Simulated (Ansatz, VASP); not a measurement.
## One calculation of FePt, two programs

File INCAR:

```
SYSTEM = FePt
  PREC = Accurate
  ENCUT = 520
  EDIFF = 1E-6
  ISMEAR = -1
  SIGMA = 0.05
  LREAL = .False.
  LASPH = .True.
  NELM = 150
  ALGO = Fast
  ISIF = 2
  LWAVE = .False.
  LCHARG = .True.
  ISPIN = 2
  MAGMOM = 0 3
  LORBIT = 11
  LMAXMIX = 4
  GGA = PS
  LELF = .True.
  LVHAR = .True.
  NBANDS = 20
```

File KPOINTS:

```
Automatic mesh
0
Gamma
  10 10 7
  0 0 0
```

File POSCAR:

```
FePt
1.0
    2.7593396363      0.0000000000      0.0000000000
    0.0000000000      2.7593396363      0.0000000000
    0.0000000000      0.0000000000      3.7689529822
Pt Fe
1 1
Direct
    0.5000000000      0.5000000000      0.5000000000
    0.0000000000      0.0000000000      0.0000000000
```

File input.yaml:

```yaml
crystal:
  lattice:
    - [2.7593396363, 0.0, 0.0]
    - [0.0, 2.7593396363, 0.0]
    - [0.0, 0.0, 3.7689529822]
  atoms:
    - { symbol: Pt, position: [0.5, 0.5, 0.5] }
    - { symbol: Fe, position: [0.0, 0.0, 0.0], spin: 3.0 }
kpoints:
  mp_grid: { grid: [10, 10, 7] }
scf:
  occupations: { method: fermi_dirac, width: 0.05 }
hamiltonian:
  xc: pbesol
  pseudopotentials: { kind: all_electron, lapw: { basis_error: 0.0005 } }
magnetization:
  spin_polarized: true
output:
  forces: true
  stress: true
  eigenvalues: true
```

Change from the starting cell: volume scaled by 1.04.

Alike in both runs: task single point; functional PBEsol; k mesh 10 × 10 × 7; occupations fermi-dirac, width 0.05 eV; collinear spin.

```csv
,VASP,Ansatz
version,VASP 6.6.1,Ansatz 0.2.0
potentials or method,"VASP PAW PBE potentials, release 64 (Pt, Fe), cutoff 520 eV","all-electron LAPW, scalar-relativistic"
```

Ansatz gave:

- gap on the k mesh at the Fermi level (eV): none
- pressure (GPa): -13.1
- traceless stress, the component that is largest in VASP (GPa): 0.48
- net moment per atom (μB): 1.68
- size of the moment on the site where the two differ most (μB): 3.04

**Question.** What did VASP give for the same quantities?

**Answer.** gap on the k mesh at the Fermi level (eV): none; pressure (GPa): -13.4; traceless stress, the component that is largest in VASP (GPa): 0.52; net moment per atom (μB): 1.68; size of the moment on the site where the two differ most (μB): 2.98.

VASP's potentials were made for PBE, not for PBEsol. Site moments also hang on the region over which each program counts them. A gap of «none» marks a metal or a gap that the smearing closes. Ansatz ran all-electron here, and VASP with PAW potentials.

Spin-orbit coupling is off throughout.
